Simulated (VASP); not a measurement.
# Ga (P2_1/m) in VASP: a series of runs

Runs on Ga. Level: LDA. Tasks: single point.

Program: VASP 6.6.1. These are calculated values, not measurements. Logs are shortened: lines on timing, memory, paths and dates and some standing lists are left out, and cuts for length are marked.

## (1) The cell of the first run

Symmetry: P2_1/m, No. 11, monoclinic system. The conventional cell has a = 2.740 Å, b = 3.361 Å, c = 4.001 Å, α = 90.00°, β = 109.47°, γ = 90.00°. Ga (site symmetry m) has 10 Ga at 2.63 to 3.36 Å within 3.5 Å.

## (2) Single point, LDA, non-collinear spin, zero start, spin-orbit coupling

The input, INCAR:

```
SYSTEM = Ga
  ALGO = Normal
  EDIFF = 1E-6
  ENCUT = 520
  GGA_COMPAT = .FALSE.
  ISIF = 2
  ISMEAR = -1
  LASPH = .TRUE.
  LCHARG = .FALSE.
  LNONCOLLINEAR = .TRUE.
  LORBIT = 11
  LORBMOM = .TRUE.
  LREAL = .FALSE.
  LSORBIT = .TRUE.
  LWAVE = .FALSE.
  MAGMOM = 0 0 0 0 0 0
  NBANDS = 38
  NELM = 150
  PREC = Accurate
  SIGMA = 0.05
```

The input, KPOINTS:

```
k-points
0
G
  7 6 5
  0 0 0
```

The input, POSCAR:

```
Ga
1.0
    2.7396961667      0.0000000000     -0.0290030700
    0.0000000000      3.3612184576      0.0000000000
   -1.3663594253      0.0000000000      3.7867266774
Ga
2
Direct
    0.1506669031      0.7500000000      0.7685670711
    0.8493330969      0.2500000000      0.2314329289
```

Potentials or basis: VASP PAW LDA potentials, release 64 (Ga_d).

Command:

```
> cat potpaw_LDA.64/Ga_d/POTCAR > POTCAR
> mpirun -np 1 vasp_ncl > vasp.out
```

OUTCAR:

```text
SYSTEM = Ga
   EDIFF = 1E-6
   ENCUT = 520
   ISIF = 2
   ISMEAR = -1
   LASPH = .TRUE.
   LNONCOLLINEAR = .TRUE.
   LORBIT = 11
   LREAL = .FALSE.
   LSORBIT = .TRUE.
   NELM = 150
   PREC = Accurate

 ion  position               nearest neighbor table
   1  0.151  0.750  0.769-   2 2.63   2 2.63   2 2.73   2 2.73   2 2.84   2 2.84
   2  0.849  0.250  0.231-   1 2.63   1 2.63   1 2.73   1 2.73   1 2.84   1 2.84

  LATTYP: Found a simple monoclinic cell.
 ALAT       =     2.7398496791
 B/A-ratio  =     1.2267893685
 C/A-ratio  =     1.4602324760
 COS(beta)  =    -0.3333023515

  Lattice vectors:

 A1 = (   2.7396961667,   0.0000000000,  -0.0290030700)
 A2 = (   0.0000000000,  -3.3612184576,   0.0000000000)
 A3 = (  -1.3733367414,   0.0000000000,  -3.7577236074)

Analysis of symmetry for initial positions (statically):
=====================================================================
 Subroutine PRICEL returns:
 Original cell was already a primitive cell.

 Routine SETGRP: Setting up the symmetry group for a
 simple monoclinic supercell.

 Subroutine GETGRP returns: Found  4 space group operations
 (whereof  2 operations were pure point group operations)
 out of a pool of  4 trial point group operations.

The static configuration has the point symmetry S_2 .
 The point group associated with its full space group is C_2h.

Analysis of symmetry for dynamics (positions and initial velocities):
=====================================================================
 Subroutine PRICEL returns:
 Original cell was already a primitive cell.

 Routine SETGRP: Setting up the symmetry group for a
 simple monoclinic supercell.

 Subroutine GETGRP returns: Found  4 space group operations
 (whereof  2 operations were pure point group operations)
 out of a pool of  4 trial point group operations.

The dynamic configuration has the point symmetry S_2 .
 The point group associated with its full space group is C_2h.

Analysis of structural, dynamic, and magnetic symmetry:
=====================================================================
 Subroutine PRICEL returns:
 Original cell was already a primitive cell.

 Routine SETGRP: Setting up the symmetry group for a
 simple monoclinic supercell.

 Subroutine GETGRP returns: Found  4 space group operations
 (whereof  2 operations were pure point group operations)
 out of a pool of  4 trial point group operations.

The overall configuration has the point symmetry S_2 .
 The point group associated with its full space group is C_2h.

 Subroutine INISYM returns: Found  4 space group operations
 (whereof  2 operations are pure point group operations),
 and found     1 'primitive' translations

----------------------------------------------------------------------------------------

                                     Primitive cell

  volume of cell :      34.7377

  direct lattice vectors                    reciprocal lattice vectors
     2.739696167  0.000000000 -0.029003070     0.366403573  0.000000000  0.132208902
     0.000000000  3.361218458  0.000000000     0.000000000  0.297511159  0.000000000
    -1.366359425  0.000000000  3.786726677     0.002806336  0.000000000  0.265092928

  length of vectors
     2.739849679  3.361218458  4.025697084     0.389526343  0.297511159  0.265107782

  position of ions in fractional coordinates (direct lattice)
     0.150666903  0.750000000  0.768567071
     0.849333097  0.250000000  0.231432929

  ion indices of the primitive-cell ions
   primitive index   ion index
                 1           1
                 2           2

----------------------------------------------------------------------------------------

 KPOINTS: k-points

Automatic generation of k-mesh.
 Grid dimensions read from file:
 generate k-points for:    7    6    5

 Generating k-lattice:

  Cartesian coordinates                     Fractional coordinates (reciprocal lattice)
     0.052343368  0.000000000  0.018886986     0.142857143  0.000000000  0.000000000
     0.000000000  0.049585193  0.000000000     0.000000000  0.166666667  0.000000000
     0.000561267  0.000000000  0.053018586     0.000000000  0.000000000  0.200000000

  Length of vectors
     0.055646620  0.049585193  0.053021556

  Shift w.r.t. Gamma in fractional coordinates (k-lattice)
     0.000000000  0.000000000  0.000000000

 Subroutine IBZKPT returns following result:
 ===========================================

 Found     72 irreducible k-points:

 Following reciprocal coordinates:
            Coordinates               Weight
  0.000000  0.000000  0.000000      1.000000
  0.142857  0.000000  0.000000      2.000000
[... 48 lines left out ...]
   ISYM   =      2    0-nonsym 1-usesym 2-fastsym
   POTIM  = 0.5000    time-step for ionic-motion
   TEBEG  =    0.0;   TEEND  =   0.0 temperature during run
   PSTRESS=    0.0 pullay stress
   NELECT =      26.0000    total number of electrons
   NUPDOWN=      -1.0000    fix difference up-down
   EMIN   =  10.00;   EMAX   =-10.00  energy-range for DOS
   EFERMI =   0.00;   METHOD = LEGACY
   ISMEAR =    -1;   SIGMA  =   0.05  broadening in eV -4-tet -1-fermi 0-gaus
   EFERMI_NEDOS =   21; number of points for ismear=-14 and -15
   IALGO  =     38    algorithm
   IMIX   =      4    mixing-type and parameters
     AMIX     =   0.40;   BMIX     =  1.00
     AMIX_MAG =   1.60;   BMIX_MAG =  1.00
  volume/ion in A,a.u.               =      17.37       117.21
  Fermi-wavevector in a.u.,A,eV,Ry     =   1.486388  2.808867 30.060034  2.209350
  Thomas-Fermi vector in A             =   2.599681
   LORBIT       =     11    0 simple, 1 ext, 2 COOP (PROOUT), +10 PAW based schemes
   GGA     = CA    functional components
   LHFCALC =     F    Hartree Fock is set to
   AEXX    =    0.0000 exact exchange contribution
   IVDW    =     0    specifies the selected vdW correction
   LEPSILON=     F    determine dielectric tensor
   LRPA    =     F    only Hartree local field effects (RPA)
  energy-cutoff  :      520.00
  volume of cell :       34.74
 maximum number of plane-waves:      1894
   NGX = 11   NGY = 13   NGZ = 15

 number of electron      26.0000000 magnetization       0.0000000      0.0000000      0.0000000

 number of electron      26.0000017 magnetization      -0.0000000     -0.0000031     -0.0000000

 number of electron      26.0000017 magnetization      -0.0000000      0.0000027      0.0000000

 number of electron      26.0000017 magnetization      -0.0000000      0.0000003     -0.0000000

 Free energy of the ion-electron system (eV)
  ---------------------------------------------------
  ext. energy  EPLUGINS =         0.00000000
  ---------------------------------------------------
  free energy    TOTEN  =        -7.15884383 eV

  energy without entropy =       -7.15441052  energy(sigma->0) =       -7.15662718

 E-fermi :   5.9223     XC(G=0): -11.7058

 val. band max:        5.9037651920   @ k =  -0.2857   0.1667   0.4000
 cond. band min:       5.9877032190   @ k =  -0.2857   0.1667   0.2000
 fundamental gap:      0.0839380270
 Fermi energy:         5.9222736631

 k-point     1 :       0.0000    0.0000    0.0000
  band No.  band energies     occupation
      1      -9.4554      1.00000
      2      -9.4554      1.00000
      3      -9.4167      1.00000
      4      -9.4167      1.00000
      5      -9.3900      1.00000
      6      -9.3900      1.00000
[... 973 lines left out ...]
     37      18.4649      0.00000
     38      18.4649      0.00000

 [... further k-points ...]

------------------------ aborting loop because EDIFF is reached ----------------------------------------

  FORCE on cell =-STRESS in cart. coord.  units (eV):
  Direction    XX          YY          ZZ          XY          YZ          ZX
  --------------------------------------------------------------------------------------
  -------------------------------------------------------------------------------------
  Total        0.0616594      0.0540898      0.0684950      0.0000000      0.0000000     -0.0020563
  in kB        2.8438666      2.4947362      3.1591358      0.0000000      0.0000000     -0.0948431
  external PRESSURE =       2.8325795 kB  Pullay stress =       0.0000000 kB

 VOLUME and BASIS-vectors are now :
 -----------------------------------------------------------------------------
  energy-cutoff  :      520.00
  volume of cell :       34.74
      direct lattice vectors                 reciprocal lattice vectors
     2.739696167  0.000000000 -0.029003070     0.366403573  0.000000000  0.132208902
     0.000000000  3.361218458  0.000000000     0.000000000  0.297511159  0.000000000
    -1.366359425  0.000000000  3.786726677     0.002806336  0.000000000  0.265092928

 POSITION                                       TOTAL-FORCE (eV/Angst)
 -----------------------------------------------------------------------------------
     -0.63736      2.52091      2.90598        -0.000133      0.000000     -0.001138
      2.01069      0.84030      0.85174         0.000133      0.000000      0.001138
 -----------------------------------------------------------------------------------
    total drift:                               -0.000000     -0.000000      0.000000

  FREE ENERGIE OF THE ION-ELECTRON SYSTEM (eV)
  ---------------------------------------------------
  free  energy   TOTEN  =        -7.1588438336 eV

  energy  without entropy=       -7.1544105215  energy(sigma->0) =       -7.15662718

 orbital moment (x)

 # of ion     p       d       tot
 ----------------------------------------
  1         0.000   0.000   0.000
  2         0.000  -0.000  -0.000
 ----------------------------------------
            0.000   0.000   0.000

 orbital moment (y)

 # of ion     p       d       tot
 ----------------------------------------
  1        -0.000  -0.000  -0.000
  2        -0.000  -0.000  -0.000
 ----------------------------------------
           -0.000  -0.000  -0.000

 orbital moment (z)

 # of ion     p       d       tot
 ----------------------------------------
  1         0.000   0.000   0.000
  2        -0.000   0.000  -0.000
 ----------------------------------------
           -0.000   0.000  -0.000

 Spin-Orbit-Coupling matrix elements

 Ion:    1  E_soc:     -0.0119096
 l=   1
     0.0000000    -0.0010969    -0.0011522
    -0.0010969     0.0000000    -0.0011524
    -0.0011522    -0.0011524     0.0000000
 l=   2
     0.0000000    -0.0001692     0.0000000    -0.0001727    -0.0006734
    -0.0001692     0.0000000    -0.0005122    -0.0001709    -0.0001709
     0.0000000    -0.0005122     0.0000000    -0.0005159     0.0000000
    -0.0001727    -0.0001709    -0.0005159     0.0000000    -0.0001683
    -0.0006734    -0.0001709     0.0000000    -0.0001683     0.0000000
 l=   3
     0.0000000     0.0000000     0.0000000     0.0000000     0.0000000     0.0000000     0.0000000
     0.0000000     0.0000000     0.0000000     0.0000000     0.0000000     0.0000000     0.0000000
     0.0000000     0.0000000     0.0000000     0.0000000     0.0000000     0.0000000     0.0000000
     0.0000000     0.0000000     0.0000000     0.0000000     0.0000000     0.0000000     0.0000000
     0.0000000     0.0000000     0.0000000     0.0000000     0.0000000     0.0000000     0.0000000
     0.0000000     0.0000000     0.0000000     0.0000000     0.0000000     0.0000000     0.0000000
     0.0000000     0.0000000     0.0000000     0.0000000     0.0000000     0.0000000     0.0000000

 Ion:    2  E_soc:     -0.0119096
 l=   1
     0.0000000    -0.0010969    -0.0011522
    -0.0010969     0.0000000    -0.0011524
    -0.0011522    -0.0011524     0.0000000
 l=   2
     0.0000000    -0.0001692     0.0000000    -0.0001727    -0.0006734
    -0.0001692     0.0000000    -0.0005122    -0.0001709    -0.0001709
     0.0000000    -0.0005122     0.0000000    -0.0005159     0.0000000
    -0.0001727    -0.0001709    -0.0005159     0.0000000    -0.0001683
    -0.0006734    -0.0001709     0.0000000    -0.0001683     0.0000000
 l=   3
     0.0000000     0.0000000     0.0000000     0.0000000     0.0000000     0.0000000     0.0000000
     0.0000000     0.0000000     0.0000000     0.0000000     0.0000000     0.0000000     0.0000000
     0.0000000     0.0000000     0.0000000     0.0000000     0.0000000     0.0000000     0.0000000
     0.0000000     0.0000000     0.0000000     0.0000000     0.0000000     0.0000000     0.0000000
     0.0000000     0.0000000     0.0000000     0.0000000     0.0000000     0.0000000     0.0000000
     0.0000000     0.0000000     0.0000000     0.0000000     0.0000000     0.0000000     0.0000000
     0.0000000     0.0000000     0.0000000     0.0000000     0.0000000     0.0000000     0.0000000

 total charge

# of ion       s       p       d       tot
------------------------------------------
    1        1.002   0.675   9.968  11.645
    2        1.002   0.675   9.968  11.645
--------------------------------------------------
tot          2.005   1.350  19.936  23.290

 magnetization (x)

# of ion       s       p       d       tot
------------------------------------------
    1        0.000   0.000   0.000   0.000
    2        0.000   0.000   0.000   0.000
--------------------------------------------------
tot          0.000   0.000   0.000   0.000

 magnetization (y)

# of ion       s       p       d       tot
------------------------------------------
    1       -0.000   0.000   0.000   0.000
    2       -0.000   0.000   0.000   0.000
--------------------------------------------------
tot         -0.000   0.000   0.000   0.000

 magnetization (z)

# of ion       s       p       d       tot
------------------------------------------
    1        0.000   0.000   0.000   0.000
    2        0.000   0.000   0.000   0.000
--------------------------------------------------
tot          0.000   0.000   0.000   0.000
```

Run time: 84 s. Hardware: 1 thread of Intel Xeon 6975P-C (Granite Rapids), shared host; peak memory 0.26 GiB.

Results:

- Free energy: -7.1588 eV
- Pressure: 0.3 GPa
- Net moment: 0.00 μB per cell
- Valence electrons inside the program's atomic spheres: Ga 11.64

Moments on the atoms (μB; x, y, z):
```
Ga  0.00 0.00 0.00
Ga  0.00 0.00 0.00
```

## (3) Single point, LDA

The input, INCAR:

```
SYSTEM = Ga
PREC = Accurate
ENCUT = 520
EDIFF = 1E-6
ISMEAR = -1
SIGMA = 0.05
LREAL = .False.
LASPH = .True.
NELM = 100
ALGO = Normal
ISIF = 2
LWAVE = .False.
LCHARG = .False.
GGA = CA
NBANDS = 20
```

The input, KPOINTS:

```
regular mesh
0
Gamma
  7 6 5
  0 0 0
```

The input, POSCAR:

```
Ga
1.0
    2.7409558994      0.0000000000     -0.0292484278
    0.0000000000      3.3613089628      0.0000000000
   -1.3673209095      0.0000000000      3.7865437661
Ga
2
Direct
    0.1506139827      0.7500000000      0.7684813629
    0.8493860173      0.2500000000      0.2315186371
```

Potentials or basis: VASP PAW LDA potentials, release 64 (Ga_d).

Command:

```
> cat potpaw_LDA.64/Ga_d/POTCAR > POTCAR
> mpirun -np 1 vasp_std > vasp.out
```

Run time: 38 s. Hardware: 1 thread of Intel Xeon 8259CL, shared host; peak memory 0.16 GiB.

It converged, with:

```
Free energy            : -7.1470 eV
Pressure               : 0.1 GPa
Largest force          : 0.003 eV/Å
Band gap on the k mesh : zero (bands 13 and 14 overlap by 7.70 eV)
```

Forces in eV/Å, atoms in the order of the input:
```
Ga   0.000  0.000  0.003
Ga   0.000  0.000 -0.003
```

Stress tensor (GPa, compression positive):
```
0.03 0.00 0.00
0.00 0.05 0.00
0.00 0.00 0.14
```

Levels at points of the mesh, in eV from the Fermi level:
| k point | band 9 | band 10 | band 11 | band 12 | band 13 | band 14 | band 15 | band 16 | band 17 | band 18 |
| --- | --- | --- | --- | --- | --- | --- | --- | --- | --- | --- |
| (0.00, 0.00, 0.00) | -14.76 | -14.62 | -11.65 | -1.44 | -0.61 | 0.92 | 5.11 | 9.76 | 10.63 | 10.95 |
| (0.00, 0.50, 0.00) | -14.71 | -14.71 | -8.24 | -8.24 | 2.30 | 2.30 | 3.60 | 3.60 | 11.83 | 11.83 |
